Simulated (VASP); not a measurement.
# N (Cm) in VASP: a series of runs, part 2 of 2

VASP 6.6.1.

### 3 Single point, PBEsol (atom 1 (N) moved by (-0.450, -0.225) A along y and z)

INCAR reads:

```
ALGO     = Normal         # electronic algorithm
EDIFF    = 1E-6           # SCF threshold, eV
ENCUT    = 520            # plane-wave cutoff, eV
GGA      = PS             # functional
ISIF     = 2              # what is computed and relaxed
ISMEAR   = 0              # smearing method
LASPH    = T              # aspherical terms in the spheres
LCHARG   = T              # write CHGCAR
LELF     = T              # ELF
LREAL    = F              # projectors in reciprocal space
LVHAR    = T            
LWAVE    = F              # write WAVECAR
NBANDS   = 18             # bands
NELM     = 80             # most SCF steps
PREC     = Accurate       # precision mode
SIGMA    = 0.05           # smearing width, eV
```

KPOINTS reads:

```
k-points
0
Gamma
  6 6 4
```

POSCAR reads:

```
N
1.0
    4.1672328106      0.0000000000      0.0000000000
   -2.0836164053      3.6089294775      0.0000000000
    0.0000000000      0.0000000000      7.0060035100
N
4
Direct
    0.2709879754      0.5419759508      0.2968147264
    0.3333333333      0.6666666667      0.1710699600
    0.6666666667      0.3333333333      0.8289300400
    0.6666666667      0.3333333333      0.6710699600
```

Potentials or basis: VASP PAW PBE potentials, release 64 (N).

Command:

```bash
$ cat potpaw_PBE.64/N/POTCAR > POTCAR
$ mpirun -np 1 vasp_std > vasp.out
```

OUTCAR:

```text
EDIFF = 1E-6
   ENCUT = 520
   GGA = PS
   ISIF = 2
   ISMEAR = 0
   LASPH = T
   LREAL = F
   NELM = 80
   PREC = Accurate

 ion  position               nearest neighbor table
   1  0.271  0.542  0.297-   2 0.99
   2  0.333  0.667  0.171-   1 0.99
   3  0.667  0.333  0.829-   4 1.11
   4  0.667  0.333  0.671-   3 1.11

  LATTYP: Found a hexagonal cell.
 ALAT       =     4.1672328106
 C/A-ratio  =     1.6812124084

  Lattice vectors:

 A1 = (   4.1672328106,   0.0000000000,   0.0000000000)
 A2 = (  -2.0836164053,   3.6089294775,   0.0000000000)
 A3 = (   0.0000000000,   0.0000000000,   7.0060035100)

Analysis of symmetry for initial positions (statically):
=====================================================================
 Subroutine PRICEL returns:
 Original cell was already a primitive cell.

 Routine SETGRP: Setting up the symmetry group for a
 hexagonal supercell.

 Subroutine GETGRP returns: Found  2 space group operations
 (whereof  2 operations were pure point group operations)
 out of a pool of 24 trial point group operations.

The static configuration has the point symmetry C_1h.

Analysis of symmetry for dynamics (positions and initial velocities):
=====================================================================
 Subroutine PRICEL returns:
 Original cell was already a primitive cell.

 Routine SETGRP: Setting up the symmetry group for a
 hexagonal supercell.

 Subroutine GETGRP returns: Found  2 space group operations
 (whereof  2 operations were pure point group operations)
 out of a pool of 24 trial point group operations.

The dynamic configuration has the point symmetry C_1h.

 Subroutine INISYM returns: Found  2 space group operations
 (whereof  2 operations are pure point group operations),
 and found     1 'primitive' translations

----------------------------------------------------------------------------------------

                                     Primitive cell

  volume of cell :     105.3650

  direct lattice vectors                    reciprocal lattice vectors
     4.167232811  0.000000000  0.000000000     0.239967395  0.138545240  0.000000000
    -2.083616405  3.608929477  0.000000000     0.000000000  0.277090480  0.000000000
     0.000000000  0.000000000  7.006003510     0.000000000  0.000000000  0.142734727

  length of vectors
     4.167232811  4.167232811  7.006003510     0.277090480  0.277090480  0.142734727

  position of ions in fractional coordinates (direct lattice)
     0.270987975  0.541975951  0.296814726
     0.333333333  0.666666667  0.171069960
     0.666666667  0.333333333  0.828930040
     0.666666667  0.333333333  0.671069960

  ion indices of the primitive-cell ions
   primitive index   ion index
                 1           1
                 2           2
                 3           3
                 4           4

----------------------------------------------------------------------------------------

 KPOINTS: k-points

Automatic generation of k-mesh.
 Grid dimensions read from file:
 generate k-points for:    6    6    4

 Generating k-lattice:

  Cartesian coordinates                     Fractional coordinates (reciprocal lattice)
     0.039994566  0.023090873  0.000000000     0.166666667  0.000000000  0.000000000
     0.000000000  0.046181747  0.000000000     0.000000000  0.166666667  0.000000000
     0.000000000  0.000000000  0.035683682     0.000000000  0.000000000  0.250000000

  Length of vectors
     0.046181747  0.046181747  0.035683682

  Shift w.r.t. Gamma in fractional coordinates (k-lattice)
     0.000000000  0.000000000  0.000000000

 Subroutine IBZKPT returns following result:
 ===========================================

 Found     47 irreducible k-points:

 Following reciprocal coordinates:
            Coordinates               Weight
  0.000000  0.000000  0.000000      1.000000
  0.166667  0.000000  0.000000      4.000000
  0.000000  0.166667  0.000000      2.000000
  0.333333  0.000000  0.000000      4.000000
  0.000000  0.333333  0.000000      2.000000
  0.500000  0.000000  0.000000      2.000000
[... 16 lines left out ...]
  0.500000  0.000000  0.250000      4.000000
  0.000000  0.500000  0.250000      2.000000
 [... further k-points ...]
   k-points           NKPTS =     47   k-points in BZ     NKDIM =     47   number of bands    NBANDS=     18
   number of dos      NEDOS =    301   number of ions     NIONS =      4
   total plane-waves  NPLWV =  55296
   dimension x,y,z NGX =    32 NGY =   32 NGZ =   54
   dimension x,y,z NGXF=    64 NGYF=   64 NGZF=  108
   ions per type =               4
   NGX,Y,Z   is equivalent  to a cutoff of  12.77, 12.77, 12.81 a.u.
   NGXF,Y,Z  is equivalent  to a cutoff of  25.53, 25.53, 25.63 a.u.
 SYSTEM =  unknown system
   PREC   = accura    normal or accurate (medium, high low for compatibility)
   ISTART =      0    job   : 0-new  1-cont  2-samecut
   ICHARG =      2    charge: 1-file 2-atom 10-const
   ISPIN  =      1    spin polarized calculation?
   LNONCOLLINEAR =      F non collinear calculations
   LSORBIT =      F    spin-orbit coupling
   LASPH  =      T    aspherical Exc in radial PAW
   ENCUT  =  520.0 eV  38.22 Ry    6.18 a.u.   7.75  7.75 13.03*2*pi/ulx,y,z
   NELM   =     80;   NELMIN=  2; NELMDL= -5     # of ELM steps
   EDIFF  = 0.1E-05   stopping-criterion for ELM
   LREAL  =      F    real-space projection
   EDIFFG = 0.1E-04   stopping-criterion for IOM
   NSW    =      0    number of steps for IOM
   IBRION =     -1    ionic relax: 0-MD 1-quasi-New 2-CG
   NFREE  =      0    steps in history (QN), initial steepest desc. (CG)
   ISIF   =      2    stress and relaxation
   ISYM   =      2    0-nonsym 1-usesym 2-fastsym
   POTIM  = 0.5000    time-step for ionic-motion
   TEBEG  =    0.0;   TEEND  =   0.0 temperature during run
   PSTRESS=    0.0 pullay stress
   NELECT =      20.0000    total number of electrons
   NUPDOWN=      -1.0000    fix difference up-down
   EMIN   =  10.00;   EMAX   =-10.00  energy-range for DOS
   EFERMI =   0.00;   METHOD = LEGACY
   ISMEAR =     0;   SIGMA  =   0.05  broadening in eV -4-tet -1-fermi 0-gaus
   EFERMI_NEDOS =   21; number of points for ismear=-14 and -15
   IALGO  =     38    algorithm
   IMIX   =      4    mixing-type and parameters
     AMIX     =   0.40;   BMIX     =  1.00
     AMIX_MAG =   1.60;   BMIX_MAG =  1.00
  volume/ion in A,a.u.               =      26.34       177.76
  Fermi-wavevector in a.u.,A,eV,Ry     =   0.940848  1.777944 12.043801  0.885194
  Thomas-Fermi vector in A             =   2.068300
   LORBIT       =      0    0 simple, 1 ext, 2 COOP (PROOUT), +10 PAW based schemes
   GGA     = PS    functional components
   LHFCALC =     F    Hartree Fock is set to
   AEXX    =    0.0000 exact exchange contribution
   IVDW    =     0    specifies the selected vdW correction
   LEPSILON=     F    determine dielectric tensor
   LRPA    =     F    only Hartree local field effects (RPA)
 non-spin polarized calculation
 Gauss-broadening in eV      SIGMA  =   0.05
  energy-cutoff  :      520.00
  volume of cell :      105.37
 maximum number of plane-waves:      2882
   NGX = 15   NGY = 15   NGZ = 27

 number of electron      20.0000001 magnetization

 Free energy of the ion-electron system (eV)
  ---------------------------------------------------
  ext. energy  EPLUGINS =         0.00000000
  ---------------------------------------------------
  free energy    TOTEN  =       -32.55707981 eV

  energy without entropy =      -32.55707981  energy(sigma->0) =      -32.55707981

 E-fermi :  -6.5596     XC(G=0):  -5.7499

 val. band max:       -6.8400789214   @ k =   0.0000   0.0000   0.0000
 cond. band min:       0.5977395377   @ k =   0.0000   0.5000   0.5000
 fundamental gap:      7.4378184590
 Fermi energy:        -6.5595776345

 k-point     1 :       0.0000    0.0000    0.0000
  band No.  band energies     occupation
      1     -27.1190      2.00000
      2     -25.3081      2.00000
      3     -10.6215      2.00000
      4      -9.6495      2.00000
      5      -9.6493      2.00000
      6      -9.4690      2.00000
[... 10 lines left out ...]
     17       5.7010      0.00000
     18       9.8951      0.00000
[... 463 lines left out ...]
 k-point    24 :       0.0000    0.5000    0.2500
  band No.  band energies     occupation
      1     -27.1089      2.00000
      2     -25.2942      2.00000
      3     -10.4770      2.00000
      4      -9.8650      2.00000
      5      -9.7070      2.00000
      6      -9.5954      2.00000
[... 10 lines left out ...]
     17       6.1110      0.00000
     18       6.5089      0.00000

 [... further k-points ...]
[... 5 lines left out ...]
  --------------------------------------------------------------------------------------
  -------------------------------------------------------------------------------------
  Total       -0.0960939      5.9571844     24.1903790      0.0000000    -11.9588021      0.0000000
  in kB       -1.4612003     90.5847552    367.8381284      0.0000000   -181.8451615      0.0000000
  external PRESSURE =     152.3205611 kB  Pullay stress =       0.0000000 kB

 VOLUME and BASIS-vectors are now :
 -----------------------------------------------------------------------------
  energy-cutoff  :      520.00
  volume of cell :      105.37
      direct lattice vectors                 reciprocal lattice vectors
     4.167232811  0.000000000  0.000000000     0.239967395  0.138545240  0.000000000
    -2.083616405  3.608929477  0.000000000     0.000000000  0.277090480  0.000000000
     0.000000000  0.000000000  7.006003510     0.000000000  0.000000000  0.142734727

 POSITION                                       TOTAL-FORCE (eV/Angst)
 -----------------------------------------------------------------------------------
     -0.00000      1.95595      2.07949        -0.000000    -13.604659     26.607985
     -0.00000      2.40595      1.19852         0.000000     13.601596    -26.599882
      2.08362      1.20298      5.80749        -0.000000      0.021775      0.891639
      2.08362      1.20298      4.70152        -0.000000     -0.018712     -0.899742
 -----------------------------------------------------------------------------------
    total drift:                               -0.000000      0.000077     -0.000881

  FREE ENERGIE OF THE ION-ELECTRON SYSTEM (eV)
  ---------------------------------------------------
  free  energy   TOTEN  =       -32.5570798075 eV

  energy  without entropy=      -32.5570798075  energy(sigma->0) =      -32.55707981
```

Run time: 53 s. Hardware: 1 thread of Intel Xeon Platinum 8488C (Sapphire Rapids), shared host; peak memory 0.24 GiB.

What came out:

- Free energy: -32.5571 eV
- Pressure: 15.2 GPa
- Largest force: 29.884 eV/Å
- Band gap on the k mesh: 7.44 eV, indirect (least direct gap 7.54 eV)

Forces in eV/Å, atoms in the order of the input:
```
N     0.000 -13.605  26.608
N     0.000  13.602 -26.600
N     0.000   0.022   0.892
N     0.000  -0.019  -0.900
```

Stress tensor (GPa, compression positive):
```
 -0.15   0.00   0.00
  0.00   9.06 -18.18
  0.00 -18.18  36.78
```

Caveat: the cell differs from its parent crystal (atom 1 (N) moved by (-0.450, -0.225) A along y and z); the standard files for N, O and F lose accuracy on very short bonds; the PAW data sets were made with another functional, which shifts forces and pressure a little. A k mesh can miss the band edges.

### 4 Single point, PBEsol (atom 1 (N) moved by (-0.450, +0.225) A along y and z)

INCAR reads:

```
SYSTEM = N
PREC = Accurate
ENCUT = 520
EDIFF = 1E-7
ISMEAR = 0
SIGMA = 0.05
LREAL = .FALSE.
LASPH = .TRUE.
NELM = 80
ALGO = Normal
ISIF = 2
LWAVE = .FALSE.
LCHARG = .FALSE.
GGA = PS
NBANDS = 18
```

KPOINTS reads:

```
Automatic mesh
0
G
  6 6 4
  0 0 0
```

POSCAR, as its differences from that of step 3:

```diff
@@ -8,3 +8,3 @@
 Direct
-    0.2709879754      0.5419759508      0.2968147264
+    0.2709879754      0.5419759508      0.3610453536
     0.3333333333      0.6666666667      0.1710699600
```

Command:

```bash
$ cat potpaw_PBE.64/N/POTCAR > POTCAR
$ mpirun -np 1 vasp_std > vasp.out
```

Wall time 65 s (1 thread of Intel Xeon Platinum 8488C (Sapphire Rapids), shared host); peak memory 0.24 GiB.

Results (log left out):

```yaml
Free_energy: -30.8342 eV
Pressure: -10.4 GPa
Largest_force: 15.533 eV/Å
Band_gap_on_the_k_mesh: 4.76 eV, indirect (least direct gap 4.83 eV)
```

Forces in eV/Å, atoms in the order of the input:
```
N     0.000   4.981 -14.713
N     0.000  -4.966  14.676
N     0.000   0.011   0.933
N     0.000  -0.026  -0.896
```

Stress tensor (GPa, compression positive):
```
  0.17   0.00   0.00
  0.00  -3.39   9.97
  0.00   9.97 -27.99
```

Levels at points of the mesh, in eV from the valence-band top:
```tsv
k point	band 7	band 8	band 9	band 10	band 11	band 12	band 13	band 14
(0.00, 0.00, 0.00)	-1.31	-0.04	-0.01	0.00	4.92	4.99	7.56	7.60
(0.50, 0.00, 0.00)	-1.02	-0.35	-0.19	-0.07	4.76	4.88	7.06	7.49
(0.00, 0.50, 0.00)	-1.00	-0.39	-0.15	-0.10	4.77	4.93	7.07	7.54
(0.00, 0.00, 0.50)	-0.91	-0.38	-0.01	0.00	4.92	5.02	7.55	7.57
(0.50, 0.00, 0.50)	-0.83	-0.39	-0.38	-0.10	4.81	4.91	7.12	7.45
(0.00, 0.50, 0.50)	-0.87	-0.40	-0.28	-0.11	4.79	4.99	7.08	7.47
```

Caveat: the cell differs from its parent crystal (atom 1 (N) moved by (-0.450, +0.225) A along y and z); the standard files for N, O and F lose accuracy on very short bonds; the PAW data sets were made with another functional, which shifts forces and pressure a little.
